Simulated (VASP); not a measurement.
# In (C2/m) in VASP: a series of runs

Runs on In. Level: revPBE. Tasks: single point.

All numbers are computed with VASP 6.6.1; they aren't measurements. Logs are shortened: lines on timing, memory, paths and dates and some standing lists are left out, and cuts for length are marked.

**1. The cell of the first run**

Symmetry: C2/m, No. 12, monoclinic system. Conventional cell: a = 4.661 Å, b = 4.782 Å, c = 3.408 Å, α = 90.00°, β = 131.47°, γ = 90.00°. In (site symmetry 2/m) has 12 In at 3.34 to 3.51 Å within 4.4 Å.

**2. Single point, revPBE**

File INCAR:

```
PREC = Accurate
ENCUT = 500
EDIFF = 1E-6
ISMEAR = -1
SIGMA = 0.1
LREAL = False
LASPH = True
NELM = 120
ALGO = Normal
ISIF = 2
LWAVE = False
LCHARG = False
GGA = RE
NBANDS = 12
GGA_COMPAT = False
```

File KPOINTS:

```
Automatic mesh
0
Gamma
  6 6 7
```

File POSCAR:

```
In
1.0
   -1.6647733017      1.7163036040      2.5544270685
    1.7163036040     -1.6647733017      2.5544270685
    1.6220455331      1.6220455331     -2.5205664708
In
1
Direct
    0.0000000000      0.0000000000      0.0000000000
```

Potentials or basis: VASP PAW PBE potentials, release 64 (In_d).

Launch:

```sh
> cat potpaw_PBE.64/In_d/POTCAR > POTCAR
> mpirun -np 1 vasp_std > vasp.out
```

OUTCAR:

```text
PREC = Accurate
   ENCUT = 500
   EDIFF = 1E-6
   ISMEAR = -1
   LREAL = False
   LASPH = True
   NELM = 120
   ISIF = 2
   GGA = RE

 ion  position               nearest neighbor table
   1  0.000  0.000  0.000-

  Warning from LATTYP: Got some problem with cell dimensions!
  Tried to take original basis but could not verify dimensions!
  LATTYP: Found a base centered monoclinic cell.
 ALAT       =     4.6612044119
 B/A-ratio  =     1.0258217390
 C/A-ratio  =     0.7311684065
 COS(beta)  =    -0.6622573642

  Lattice vectors:

 A1 = (   0.0427277686,  -3.3383491371,  -0.0338605977)
 A2 = (  -3.3383491371,   0.0427277686,  -0.0338605977)
 A3 = (   1.6220455331,   1.6220455331,  -2.5205664708)

Analysis of symmetry for initial positions (statically):
=====================================================================
 Subroutine PRICEL returns:
 Original cell was already a primitive cell.

 Routine SETGRP: Setting up the symmetry group for a
 base centered monoclinic supercell.

 Subroutine GETGRP returns: Found  4 space group operations
 (whereof  4 operations were pure point group operations)
 out of a pool of  4 trial point group operations.

The static configuration has the point symmetry C_2h.

Analysis of symmetry for dynamics (positions and initial velocities):
=====================================================================
 Subroutine PRICEL returns:
 Original cell was already a primitive cell.

 Routine SETGRP: Setting up the symmetry group for a
 base centered monoclinic supercell.

 Subroutine GETGRP returns: Found  4 space group operations
 (whereof  4 operations were pure point group operations)
 out of a pool of  4 trial point group operations.

The dynamic configuration has the point symmetry C_2h.

 Subroutine INISYM returns: Found  4 space group operations
 (whereof  4 operations are pure point group operations),
 and found     1 'primitive' translations

----------------------------------------------------------------------------------------

                                     Primitive cell

  volume of cell :      28.4574

  direct lattice vectors                    reciprocal lattice vectors
    -1.664773302  1.716303604  2.554427068     0.001854515  0.297618269  0.192717985
     1.716303604 -1.664773302  2.554427068     0.297618269  0.001854515  0.192717985
     1.622045533  1.622045533 -2.520566471     0.303495820  0.303495820 -0.006122403

  length of vectors
     3.498894948  3.498894948  3.408125402     0.354570579  0.354570579  0.429251568

  position of ions in fractional coordinates (direct lattice)
     0.000000000  0.000000000  0.000000000

  ion indices of the primitive-cell ions
   primitive index   ion index
                 1           1

----------------------------------------------------------------------------------------

 KPOINTS: Automatic mesh

Automatic generation of k-mesh.
 Grid dimensions read from file:
 generate k-points for:    6    6    7

 Generating k-lattice:

  Cartesian coordinates                     Fractional coordinates (reciprocal lattice)
     0.000309086  0.049603045  0.032119664     0.166666667 -0.000000000  0.000000000
     0.049603045  0.000309086  0.032119664    -0.000000000  0.166666667  0.000000000
     0.043356546  0.043356546 -0.000874629    -0.000000000 -0.000000000  0.142857143

  Length of vectors
     0.059095096  0.059095096  0.061321653

  Shift w.r.t. Gamma in fractional coordinates (k-lattice)
     0.000000000  0.000000000  0.000000000

 Subroutine IBZKPT returns following result:
 ===========================================

 Found     76 irreducible k-points:

 Following reciprocal coordinates:
            Coordinates               Weight
  0.000000  0.000000  0.000000      1.000000
  0.166667  0.000000 -0.000000      4.000000
  0.333333  0.000000 -0.000000      4.000000
  0.500000 -0.000000 -0.000000      2.000000
  0.166667  0.166667 -0.000000      2.000000
  0.333333  0.166667 -0.000000      4.000000
[... 16 lines left out ...]
 -0.333333  0.166667  0.142857      4.000000
 -0.166667  0.166667  0.142857      4.000000
 [... further k-points ...]
   k-points           NKPTS =     76   k-points in BZ     NKDIM =     76   number of bands    NBANDS=     12
   number of dos      NEDOS =    301   number of ions     NIONS =      1
   total plane-waves  NPLWV =  21952
   dimension x,y,z NGX =    28 NGY =   28 NGZ =   28
   dimension x,y,z NGXF=    56 NGYF=   56 NGZF=   56
   ions per type =               1
   NGX,Y,Z   is equivalent  to a cutoff of  13.30, 13.30, 13.66 a.u.
   NGXF,Y,Z  is equivalent  to a cutoff of  26.61, 26.61, 27.32 a.u.
 SYSTEM =  unknown system
   PREC   = accura    normal or accurate (medium, high low for compatibility)
   ISTART =      0    job   : 0-new  1-cont  2-samecut
   ICHARG =      2    charge: 1-file 2-atom 10-const
   ISPIN  =      1    spin polarized calculation?
   LNONCOLLINEAR =      F non collinear calculations
   LSORBIT =      F    spin-orbit coupling
   LASPH  =      T    aspherical Exc in radial PAW
   ENCUT  =  500.0 eV  36.75 Ry    6.06 a.u.   6.38  6.38  6.21*2*pi/ulx,y,z
   NELM   =    120;   NELMIN=  2; NELMDL= -5     # of ELM steps
   EDIFF  = 0.1E-05   stopping-criterion for ELM
   LREAL  =      F    real-space projection
   EDIFFG = 0.1E-04   stopping-criterion for IOM
   NSW    =      0    number of steps for IOM
   IBRION =     -1    ionic relax: 0-MD 1-quasi-New 2-CG
   NFREE  =      0    steps in history (QN), initial steepest desc. (CG)
   ISIF   =      2    stress and relaxation
   ISYM   =      2    0-nonsym 1-usesym 2-fastsym
   POTIM  = 0.5000    time-step for ionic-motion
   TEBEG  =    0.0;   TEEND  =   0.0 temperature during run
   PSTRESS=    0.0 pullay stress
   NELECT =      13.0000    total number of electrons
   NUPDOWN=      -1.0000    fix difference up-down
   EMIN   =  10.00;   EMAX   =-10.00  energy-range for DOS
   EFERMI =   0.00;   METHOD = LEGACY
   ISMEAR =    -1;   SIGMA  =   0.10  broadening in eV -4-tet -1-fermi 0-gaus
   EFERMI_NEDOS =   21; number of points for ismear=-14 and -15
   IALGO  =     38    algorithm
   IMIX   =      4    mixing-type and parameters
     AMIX     =   0.40;   BMIX     =  1.00
     AMIX_MAG =   1.60;   BMIX_MAG =  1.00
  volume/ion in A,a.u.               =      28.46       192.04
  Fermi-wavevector in a.u.,A,eV,Ry     =   1.260832  2.382628 21.629156  1.589698
  Thomas-Fermi vector in A             =   2.394322
   LORBIT       =      0    0 simple, 1 ext, 2 COOP (PROOUT), +10 PAW based schemes
   GGA     = RE    functional components
   LHFCALC =     F    Hartree Fock is set to
   AEXX    =    0.0000 exact exchange contribution
   IVDW    =     0    specifies the selected vdW correction
   LEPSILON=     F    determine dielectric tensor
   LRPA    =     F    only Hartree local field effects (RPA)
 non-spin polarized calculation
  energy-cutoff  :      500.00
  volume of cell :       28.46
 maximum number of plane-waves:       736
 NGX is ok and might be reduce to    28
   NGX = 13   NGY = 13   NGZ = 13

 number of electron      12.9999999 magnetization

 Free energy of the ion-electron system (eV)
  ---------------------------------------------------
  ext. energy  EPLUGINS =         0.00000000
  ---------------------------------------------------
  free energy    TOTEN  =        -2.27535741 eV

  energy without entropy =       -2.25648701  energy(sigma->0) =       -2.26592221

 E-fermi :   6.7582     XC(G=0):  -9.7885

 val. band max:        6.7321420962   @ k =  -0.1667   0.5000   0.4286
 cond. band min:       6.7620781457   @ k =  -0.3333   0.3333   0.2857
 fundamental gap:      0.0299360495
 Fermi energy:         6.7581976298

 k-point     1 :       0.0000    0.0000    0.0000
  band No.  band energies     occupation
      1      -7.9640      2.00000
      2      -7.8839      2.00000
      3      -7.8510      2.00000
      4      -7.8086      2.00000
      5      -7.7243      2.00000
      6      -2.2735      2.00000
      7      16.2417      0.00000
      8      16.5006      0.00000
      9      16.9551      0.00000
     10      18.1476      0.00000
     11      19.6699      0.00000
     12      20.0198      0.00000

 k-point     2 :       0.1667    0.0000   -0.0000
  band No.  band energies     occupation
      1      -7.9383      2.00000
      2      -7.8861      2.00000
      3      -7.8345      2.00000
      4      -7.7848      2.00000
      5      -7.7314      2.00000
      6      -1.7110      2.00000
      7      12.0334      0.00000
      8      15.7210      0.00000
      9      16.1139      0.00000
     10      17.8181      0.00000
     11      19.5525      0.00000
     12      21.2171      0.00000

 k-point     3 :       0.3333    0.0000   -0.0000
  band No.  band energies     occupation
      1      -7.9312      2.00000
      2      -7.9151      2.00000
      3      -7.8380      2.00000
      4      -7.6989      2.00000
      5      -7.6842      2.00000
      6      -0.0022      2.00000
      7       7.0801      0.07690
      8      14.4718      0.00000
      9      15.5197      0.00000
     10      17.7276      0.00000
     11      18.1765      0.00000
     12      19.7711      0.00000
[... 286 lines left out ...]
 k-point    23 :      -0.3333    0.1667    0.1429
  band No.  band energies     occupation
      1      -7.9434      2.00000
      2      -7.8539      2.00000
      3      -7.8097      2.00000
      4      -7.7619      2.00000
      5      -7.6914      2.00000
      6      -0.2121      2.00000
      7      10.0091      0.00000
      8      12.3473      0.00000
      9      13.2264      0.00000
     10      15.4182      0.00000
     11      18.0562      0.00000
     12      20.7837      0.00000

 k-point    24 :      -0.1667    0.1667    0.1429
  band No.  band energies     occupation
      1      -7.9043      2.00000
      2      -7.9039      2.00000
      3      -7.8014      2.00000
      4      -7.7739      2.00000
      5      -7.7244      2.00000
      6      -0.8748      2.00000
      7      10.6021      0.00000
      8      11.5904      0.00000
      9      16.7582      0.00000
     10      18.9449      0.00000
     11      19.3082      0.00000
     12      20.9327      0.00000

 [... further k-points ...]

------------------------ aborting loop because EDIFF is reached ----------------------------------------

  FORCE on cell =-STRESS in cart. coord.  units (eV):
  Direction    XX          YY          ZZ          XY          YZ          ZX
  --------------------------------------------------------------------------------------
  -------------------------------------------------------------------------------------
  Total       -0.1327067     -0.1327067      0.2261585      0.0328571     -0.0872281     -0.0872281
  in kB       -7.4714945     -7.4714945     12.7329093      1.8498803     -4.9110163     -4.9110130
  external PRESSURE =      -0.7366932 kB  Pullay stress =       0.0000000 kB

 VOLUME and BASIS-vectors are now :
 -----------------------------------------------------------------------------
  energy-cutoff  :      500.00
  volume of cell :       28.46
      direct lattice vectors                 reciprocal lattice vectors
    -1.664773302  1.716303604  2.554427068     0.001854515  0.297618269  0.192717985
     1.716303604 -1.664773302  2.554427068     0.297618269  0.001854515  0.192717985
     1.622045533  1.622045533 -2.520566471     0.303495820  0.303495820 -0.006122403

 POSITION                                       TOTAL-FORCE (eV/Angst)
 -----------------------------------------------------------------------------------
      0.00000      0.00000      0.00000         0.000000      0.000000     -0.000000
 -----------------------------------------------------------------------------------
    total drift:                                0.000000      0.000000      0.000000

  FREE ENERGIE OF THE ION-ELECTRON SYSTEM (eV)
  ---------------------------------------------------
  free  energy   TOTEN  =        -2.2753574119 eV

  energy  without entropy=       -2.2564870114  energy(sigma->0) =       -2.26592221
```

Run time: 21 s. Hardware: 1 thread of AMD EPYC 7R43 (Zen 3), shared host; peak memory 0.13 GiB.

What came out:

```
Free energy            : -2.2754 eV
Pressure               : -0.1 GPa
Band gap on the k mesh : zero (an odd number of electrons rules out a gap without spin polarisation)
```

Stress tensor (GPa, compression positive):
```
-0.75  0.18 -0.49
 0.18 -0.75 -0.49
-0.49 -0.49  1.27
```

Caveat: the k points lie up to 0.37 Å⁻¹ apart, too coarse for converged energies and pressures of a metal; the PAW data sets were made with another functional, which shifts forces and pressure a little; spin-orbit coupling is left out, which moves the levels of the heavy elements.

**3. Single point, revPBE**

File INCAR:

```
SYSTEM = In
PREC     = Accurate       ! precision mode
ENCUT    = 520            ! plane-wave cutoff, eV
EDIFF    = 1E-6           ! SCF threshold, eV
ISMEAR   = -1             ! smearing method
SIGMA    = 0.1            ! smearing width, eV
LREAL    = .FALSE.        ! projectors in reciprocal space
LASPH    = .TRUE.         ! aspherical terms in the spheres
NELM     = 100            ! most SCF steps
ALGO     = Normal         ! electronic algorithm
ISIF     = 2              ! what is computed and relaxed
LWAVE    = .FALSE.        ! write WAVECAR
LCHARG   = .FALSE.        ! write CHGCAR
GGA      = RE             ! functional
NBANDS   = 12             ! bands
```

File KPOINTS:

```
Automatic mesh
0
G
  18 18 22
  0 0 0
```

File POSCAR:

```
In
1.0
   -1.6647732732      1.7163036381      2.5544270654
    1.7163036381     -1.6647732732      2.5544270654
    1.6220454978      1.6220454978     -2.5205664266
In
1
Direct
    0.0000000000      0.0000000000      0.0000000000
```

Potentials or basis: VASP PAW PBE potentials, release 64 (In_d).

Launch:

```sh
> cat potpaw_PBE.64/In_d/POTCAR > POTCAR
> mpirun -np 1 vasp_std > vasp.out
```

Wall time 15 min (1 thread of Intel Xeon 8259CL, shared host); peak memory 0.68 GiB.

It converged, with:

```yaml
Free_energy: -2.2676 eV
Pressure: 0.0 GPa
Band_gap_on_the_k_mesh: zero (an odd number of electrons rules out a gap without spin polarisation)
```

Stress tensor (GPa, compression positive):
```
 0.02  0.05 -0.12
 0.05  0.02 -0.12
-0.12 -0.12 -0.18
```

Levels at points of the mesh, in eV from the Fermi level:
| k point | band 2 | band 3 | band 4 | band 5 | band 6 | band 7 | band 8 | band 9 | band 10 | band 11 |
| --- | --- | --- | --- | --- | --- | --- | --- | --- | --- | --- |
| (0.00, 0.00, 0.00) | -14.58 | -14.55 | -14.51 | -14.42 | -8.97 | 9.55 | 9.81 | 10.26 | 11.45 | 12.98 |
| (0.50, 0.00, 0.00) | -14.62 | -14.55 | -14.36 | -14.32 | -4.37 | -3.06 | 7.26 | 8.67 | 11.01 | 11.07 |
| (0.50, 0.50, 0.00) | -14.68 | -14.35 | -14.34 | -14.26 | -1.99 | -1.82 | 3.32 | 4.21 | 6.57 | 7.38 |
| (0.00, 0.00, 0.50) | -14.69 | -14.36 | -14.32 | -14.26 | -1.58 | -1.55 | 3.21 | 3.61 | 6.39 | 6.86 |
| (0.50, 0.00, 0.50) | -14.63 | -14.54 | -14.35 | -14.31 | -4.09 | -2.97 | 6.77 | 8.50 | 10.45 | 10.86 |
| (0.50, 0.50, 0.50) | -14.68 | -14.34 | -14.32 | -14.30 | -3.04 | -2.40 | 4.52 | 4.66 | 7.76 | 7.86 |

Caveat: the PAW data sets were made with another functional, which shifts forces and pressure a little; spin-orbit coupling is left out, which moves the levels of the heavy elements.

The gap in the log of VASP goes by the Fermi energy; the results here count the filled bands.